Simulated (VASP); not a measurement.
Input of a VASP 6.6.1 run:

File INCAR:

```
SYSTEM = Mn
PREC = Accurate
ENCUT = 520
EDIFF = 1E-6
ISMEAR = -1
SIGMA = 0.05
LREAL = .False.
LASPH = .True.
NELM = 150
ALGO = Normal
ISIF = 2
LWAVE = .False.
LCHARG = .True.
ISPIN = 2
MAGMOM = 1.918 -1.918
LORBIT = 11
LMAXMIX = 4
GGA = PS
LELF = .True.
LVHAR = .True.
NBANDS = 24
```

File KPOINTS:

```
regular mesh
0
Gamma
  13 13 13
  0 0 0
```

The input POSCAR:

```
Mn
1.0
    0.0000000000      2.3466370971      2.3466370971
    2.3466370971      0.0000000000      2.3466370971
    2.3466370971      2.3466370971      0.0000000000
Mn
2
Direct
    0.0000000000      0.0000000000      0.0000000000
    0.5000000000      0.5000000000      0.5000000000
```

Potentials or basis: VASP PAW PBE potentials, release 64 (Mn_pv).

Run with:

```sh
$ cat potpaw_PBE.64/Mn_pv/POTCAR > POTCAR
$ mpirun -np 1 vasp_std > vasp.out
```

(1) Estimate the site moments.

(2) What does it give for the net moment?

(3) Estimate the band gap on the k mesh.

Answers

(1) Mn +2.21, -2.21 μB.

(2) 0.00 μB per cell.

(3) zero (filled and empty bands overlap).
